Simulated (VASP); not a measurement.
# Ge (Imma) in VASP: notebook

Runs on Ge. Level: PBE. Tasks: single point.

Everything below comes from runs of VASP 6.6.1. Logs are shortened: lines on timing, memory, paths and dates and some standing lists are left out, and cuts for length are marked.

## Step 1: The cell of the first run

The structure is orthorhombic, space group Imma (No. 74). Conventional cell: a = 4.071 Å, b = 4.115 Å, c = 5.744 Å, α = 90.00°, β = 90.00°, γ = 90.00°. Ge (site symmetry mm2) has 4 Ge at 2.50 Å within 3.3 Å.

## Step 2: Single point, PBE (strained cell)

The input, INCAR:

```
PREC = Accurate
ENCUT = 500
EDIFF = 1E-6
ISMEAR = 0
SIGMA = 0.1
LREAL = False
LASPH = True
NELM = 120
ALGO = Normal
ISIF = 2
LWAVE = False
LCHARG = True
GGA = PE
LELF = True
LVHAR = True
NBANDS = 21
GGA_COMPAT = False
```

The input, KPOINTS:

```
Automatic mesh
0
Gamma
  10 10 10
```

The input, POSCAR:

```
Ge
1.0
    0.0153759050      2.8941883722      2.8720690671
    2.8941883722      0.0153759050      2.8720690671
    2.9095642772      2.9095642772      0.0000000000
Ge
2
Direct
    0.0007077058      0.0007077058     -0.0007077058
    0.2492922942      0.2492922942      0.2507077058
```

Potentials or basis: VASP PAW PBE potentials, release 64 (Ge_d).

On the command line:

```bash
$ cat potpaw_PBE.64/Ge_d/POTCAR > POTCAR
$ mpirun -np 1 vasp_std > vasp.out
```

OUTCAR:

```text
PREC = Accurate
   ENCUT = 500
   EDIFF = 1E-6
   ISMEAR = 0
   LREAL = False
   LASPH = True
   NELM = 120
   ISIF = 2
   GGA = PE

 ion  position               nearest neighbor table
   1  0.001  0.001  0.999-   2 2.50   2 2.50   2 2.50   2 2.50
   2  0.249  0.249  0.251-   1 2.50   1 2.50   1 2.50   1 2.50

  LATTYP: Found a body centered orthorhombic cell.
 ALAT       =     4.0712556346
 B/A-ratio  =     1.0106821164
 C/A-ratio  =     1.4109008742

  Lattice vectors:

 A1 = (   2.8941883722,   0.0153759050,  -2.8720690671)
 A2 = (  -2.8941883722,  -0.0153759050,  -2.8720690671)
 A3 = (   0.0153759050,   2.8941883722,   2.8720690671)

Analysis of symmetry for initial positions (statically):
=====================================================================
 Subroutine PRICEL returns:
 Original cell was already a primitive cell.

 Routine SETGRP: Setting up the symmetry group for a
 body centered orthorhombic supercell.

 Subroutine GETGRP returns: Found  8 space group operations
 (whereof  4 operations were pure point group operations)
 out of a pool of  8 trial point group operations.

The static configuration has the point symmetry C_2v.
 The point group associated with its full space group is D_2h.

Analysis of symmetry for dynamics (positions and initial velocities):
=====================================================================
 Subroutine PRICEL returns:
 Original cell was already a primitive cell.

 Routine SETGRP: Setting up the symmetry group for a
 body centered orthorhombic supercell.

 Subroutine GETGRP returns: Found  8 space group operations
 (whereof  4 operations were pure point group operations)
 out of a pool of  8 trial point group operations.

The dynamic configuration has the point symmetry C_2v.
 The point group associated with its full space group is D_2h.

 Subroutine INISYM returns: Found  8 space group operations
 (whereof  4 operations are pure point group operations),
 and found     1 'primitive' translations

----------------------------------------------------------------------------------------

                                     Primitive cell

  volume of cell :      48.1134

  direct lattice vectors                    reciprocal lattice vectors
     0.015375905  2.894188372  2.872069067    -0.173682727  0.173682727  0.174090521
     2.894188372  0.015375905  2.872069067     0.173682727 -0.173682727  0.174090521
     2.909564277  2.909564277  0.000000000     0.171847037  0.171847037 -0.174090521

  length of vectors
     4.077418727  4.077418727  4.114745261     0.301062932  0.301062932  0.298948687

  position of ions in fractional coordinates (direct lattice)
     0.000707706  0.000707706  0.999292294
     0.249292294  0.249292294  0.250707706

  ion indices of the primitive-cell ions
   primitive index   ion index
                 1           1
                 2           2

----------------------------------------------------------------------------------------

 KPOINTS: Automatic mesh

Automatic generation of k-mesh.
 Grid dimensions read from file:
 generate k-points for:   10   10   10

 Generating k-lattice:

  Cartesian coordinates                     Fractional coordinates (reciprocal lattice)
    -0.017368273  0.017368273  0.017409052     0.100000000  0.000000000  0.000000000
     0.017368273 -0.017368273  0.017409052     0.000000000  0.100000000  0.000000000
     0.017184704  0.017184704 -0.017409052     0.000000000  0.000000000  0.100000000

  Length of vectors
     0.030106293  0.030106293  0.029894869

  Shift w.r.t. Gamma in fractional coordinates (k-lattice)
     0.000000000  0.000000000  0.000000000

 Subroutine IBZKPT returns following result:
 ===========================================

 Found    171 irreducible k-points:

 Following reciprocal coordinates:
            Coordinates               Weight
  0.000000  0.000000  0.000000      1.000000
  0.100000 -0.000000  0.000000      4.000000
  0.200000 -0.000000  0.000000      4.000000
  0.300000 -0.000000  0.000000      4.000000
  0.400000 -0.000000  0.000000      4.000000
  0.500000  0.000000  0.000000      2.000000
[... 16 lines left out ...]
  0.300000  0.300000  0.000000      2.000000
  0.400000  0.300000  0.000000      4.000000
 [... further k-points ...]
   k-points           NKPTS =    171   k-points in BZ     NKDIM =    171   number of bands    NBANDS=     21
   number of dos      NEDOS =    301   number of ions     NIONS =      2
   total plane-waves  NPLWV =  27000
   dimension x,y,z NGX =    30 NGY =   30 NGZ =   30
   dimension x,y,z NGXF=    60 NGYF=   60 NGZF=   60
   ions per type =               2
   NGX,Y,Z   is equivalent  to a cutoff of  12.23, 12.23, 12.12 a.u.
   NGXF,Y,Z  is equivalent  to a cutoff of  24.46, 24.46, 24.24 a.u.
 SYSTEM =  unknown system
   PREC   = accura    normal or accurate (medium, high low for compatibility)
   ISTART =      0    job   : 0-new  1-cont  2-samecut
   ICHARG =      2    charge: 1-file 2-atom 10-const
   ISPIN  =      1    spin polarized calculation?
   LNONCOLLINEAR =      F non collinear calculations
   LSORBIT =      F    spin-orbit coupling
   LASPH  =      T    aspherical Exc in radial PAW
   ENCUT  =  500.0 eV  36.75 Ry    6.06 a.u.   7.43  7.43  7.50*2*pi/ulx,y,z
   NELM   =    120;   NELMIN=  2; NELMDL= -5     # of ELM steps
   EDIFF  = 0.1E-05   stopping-criterion for ELM
   LREAL  =      F    real-space projection
   EDIFFG = 0.1E-04   stopping-criterion for IOM
   NSW    =      0    number of steps for IOM
   IBRION =     -1    ionic relax: 0-MD 1-quasi-New 2-CG
   NFREE  =      0    steps in history (QN), initial steepest desc. (CG)
   ISIF   =      2    stress and relaxation
   ISYM   =      2    0-nonsym 1-usesym 2-fastsym
   POTIM  = 0.5000    time-step for ionic-motion
   TEBEG  =    0.0;   TEEND  =   0.0 temperature during run
   PSTRESS=    0.0 pullay stress
   NELECT =      28.0000    total number of electrons
   NUPDOWN=      -1.0000    fix difference up-down
   EMIN   =  10.00;   EMAX   =-10.00  energy-range for DOS
   EFERMI =   0.00;   METHOD = LEGACY
   ISMEAR =     0;   SIGMA  =   0.10  broadening in eV -4-tet -1-fermi 0-gaus
   EFERMI_NEDOS =   21; number of points for ismear=-14 and -15
   IALGO  =     38    algorithm
   IMIX   =      4    mixing-type and parameters
     AMIX     =   0.40;   BMIX     =  1.00
     AMIX_MAG =   1.60;   BMIX_MAG =  1.00
  volume/ion in A,a.u.               =      24.06       162.34
  Fermi-wavevector in a.u.,A,eV,Ry     =   1.366801  2.582880 25.417673  1.868146
  Thomas-Fermi vector in A             =   2.492910
   LORBIT       =      0    0 simple, 1 ext, 2 COOP (PROOUT), +10 PAW based schemes
   GGA     = PE    functional components
   LHFCALC =     F    Hartree Fock is set to
   AEXX    =    0.0000 exact exchange contribution
   IVDW    =     0    specifies the selected vdW correction
   LEPSILON=     F    determine dielectric tensor
   LRPA    =     F    only Hartree local field effects (RPA)
 non-spin polarized calculation
 Gauss-broadening in eV      SIGMA  =   0.10
  energy-cutoff  :      500.00
  volume of cell :       48.11
 maximum number of plane-waves:      1245
 NGX is ok and might be reduce to    30
   NGX = 15   NGY = 15   NGZ = 15

 number of electron      27.9999977 magnetization

 Free energy of the ion-electron system (eV)
  ---------------------------------------------------
  ext. energy  EPLUGINS =         0.00000000
  ---------------------------------------------------
  free energy    TOTEN  =        -9.03197431 eV

  energy without entropy =       -9.03145931  energy(sigma->0) =       -9.03171681

 E-fermi :   4.3687     XC(G=0):  -9.6398

 val. band max:        4.3598282348   @ k =   0.0000   0.0000   0.0000
 cond. band min:       4.3713069396   @ k =   0.5000   0.0000   0.0000
 fundamental gap:      0.0114787047
 Fermi energy:         4.3687250227

 k-point     1 :       0.0000    0.0000    0.0000
  band No.  band energies     occupation
      1     -20.3233      2.00000
      2     -20.3214      2.00000
      3     -20.3167      2.00000
      4     -20.2889      2.00000
      5     -20.2887      2.00000
      6     -20.1141      2.00000
[... 13 lines left out ...]
     20      13.6687      0.00000
     21      13.8112      0.00000

 k-point     2 :       0.1000   -0.0000    0.0000
  band No.  band energies     occupation
      1     -20.3268      2.00000
      2     -20.3219      2.00000
      3     -20.3209      2.00000
      4     -20.2821      2.00000
      5     -20.2818      2.00000
      6     -20.1203      2.00000
[... 13 lines left out ...]
     20      13.0040      0.00000
     21      13.1406      0.00000

 k-point     3 :       0.2000   -0.0000    0.0000
  band No.  band energies     occupation
      1     -20.3339      2.00000
      2     -20.3298      2.00000
      3     -20.3167      2.00000
      4     -20.2699      2.00000
      5     -20.2697      2.00000
      6     -20.1296      2.00000
[... 13 lines left out ...]
     20      12.5226      0.00000
     21      12.6522      0.00000

 k-point     4 :       0.3000   -0.0000    0.0000
  band No.  band energies     occupation
      1     -20.3390      2.00000
      2     -20.3351      2.00000
      3     -20.3112      2.00000
      4     -20.2599      2.00000
      5     -20.2594      2.00000
      6     -20.1373      2.00000
[... 13 lines left out ...]
     20      12.8730      0.00000
     21      12.9870      0.00000

 k-point     5 :       0.4000   -0.0000    0.0000
  band No.  band energies     occupation
      1     -20.3415      2.00000
      2     -20.3377      2.00000
      3     -20.3066      2.00000
      4     -20.2547      2.00000
      5     -20.2533      2.00000
      6     -20.1421      2.00000
[... 13 lines left out ...]
     20      14.0435      0.00000
     21      14.1417      0.00000
[... 382 lines left out ...]
     20      13.5675      0.00000
     21      15.5550      0.00000

 k-point    22 :      -0.2000    0.2000    0.0000
  band No.  band energies     occupation
      1     -20.3456      2.00000
      2     -20.3428      2.00000
      3     -20.2987      2.00000
      4     -20.2599      2.00000
      5     -20.2408      2.00000
      6     -20.1577      2.00000
[... 13 lines left out ...]
     20      14.0787      0.00000
     21      14.5210      0.00000

 k-point    23 :       0.3000    0.3000    0.0000
  band No.  band energies     occupation
      1     -20.3421      2.00000
      2     -20.3374      2.00000
      3     -20.3189      2.00000
      4     -20.2483      2.00000
      5     -20.2149      2.00000
      6     -20.2004      2.00000
[... 13 lines left out ...]
     20      15.1665      0.00000
     21      15.3129      0.00000

 k-point    24 :       0.4000    0.3000    0.0000
  band No.  band energies     occupation
      1     -20.3503      2.00000
      2     -20.3415      2.00000
      3     -20.3047      2.00000
      4     -20.2355      2.00000
      5     -20.2157      2.00000
      6     -20.2000      2.00000
[... 13 lines left out ...]
     20      15.7149      0.00000
     21      15.8690      0.00000

 [... further k-points ...]
[... 5 lines left out ...]
  --------------------------------------------------------------------------------------
  -------------------------------------------------------------------------------------
  Total       -0.1852303     -0.1852303     -0.0369912     -0.1591675      0.0000000      0.0000000
  in kB       -6.1681696     -6.1681696     -1.2318071     -5.3002794      0.0000000      0.0000000
  external PRESSURE =      -4.5227154 kB  Pullay stress =       0.0000000 kB

 VOLUME and BASIS-vectors are now :
 -----------------------------------------------------------------------------
  energy-cutoff  :      500.00
  volume of cell :       48.11
      direct lattice vectors                 reciprocal lattice vectors
     0.015375905  2.894188372  2.872069067    -0.173682727  0.173682727  0.174090521
     2.894188372  0.015375905  2.872069067     0.173682727 -0.173682727  0.174090521
     2.909564277  2.909564277  0.000000000     0.171847037  0.171847037 -0.174090521

 POSITION                                       TOTAL-FORCE (eV/Angst)
 -----------------------------------------------------------------------------------
      2.90956      2.90956      0.00407        -0.000000     -0.000000     -0.000384
      1.45478      1.45478      1.43197         0.000000      0.000000      0.000384
 -----------------------------------------------------------------------------------
    total drift:                                0.000000      0.000000      0.000000

  FREE ENERGIE OF THE ION-ELECTRON SYSTEM (eV)
  ---------------------------------------------------
  free  energy   TOTEN  =        -9.0319743141 eV

  energy  without entropy=       -9.0314593050  energy(sigma->0) =       -9.03171681
```

Run time: 3.4 min. Hardware: 1 thread of Intel Xeon 8259CL, shared host; peak memory 0.26 GiB.

What came out:

| Item | Value |
| --- | --- |
| Free energy | -9.0320 eV |
| Pressure | -0.5 GPa |
| Band gap on the k mesh | zero (bands 14 and 15 overlap by 0.07 eV) |

Caveat: the cell differs from its parent crystal (strained cell); semilocal functionals underestimate gaps, so a narrow gap can read as zero.

(Part 1 of 2 ends here.)
